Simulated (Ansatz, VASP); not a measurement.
**SnO: VASP beside Ansatz**

```
Sn O
1.0
     3.83710    0.00000    0.00000
     0.00000    3.83710    0.00000
     0.00000    0.00000    4.76213
Sn O
2 2
Direct
  0.00000 0.50000 0.24324
  0.50000 0.00000 0.75676
  0.00000 0.00000 0.00000
  0.50000 0.50000 0.00000
```

Alike in both runs: functional PBE; dispersion D3(BJ); k mesh 12 × 12 × 10; occupations gaussian, width 0.1 eV; no spin polarisation.

Ansatz relaxed the structure, and its values are those at the end. VASP's run is a single point on that final structure, the one shown.

```csv
,VASP,Ansatz
version,VASP 6.6.1,Ansatz 0.2.0
potentials or method,"VASP PAW PBE potentials, release 64 (Sn_d, O), cutoff 520 eV","scalar-relativistic, plane waves, PAW"
valence electrons in the cell,40,40
```

Ansatz gave:

| Quantity | Value |
| --- | --- |
| gap on the k mesh at the Fermi level (eV) | none |
| pressure (GPa) | 0.0 |
| rms of the force components (eV/Å) | 0.001 |

Which values does VASP return?

gap on the k mesh at the Fermi level (eV): none; pressure (GPa): 0.2; rms of the force components (eV/Å): 0.033.

A gap of «none» marks a metal or a gap that the smearing closes.
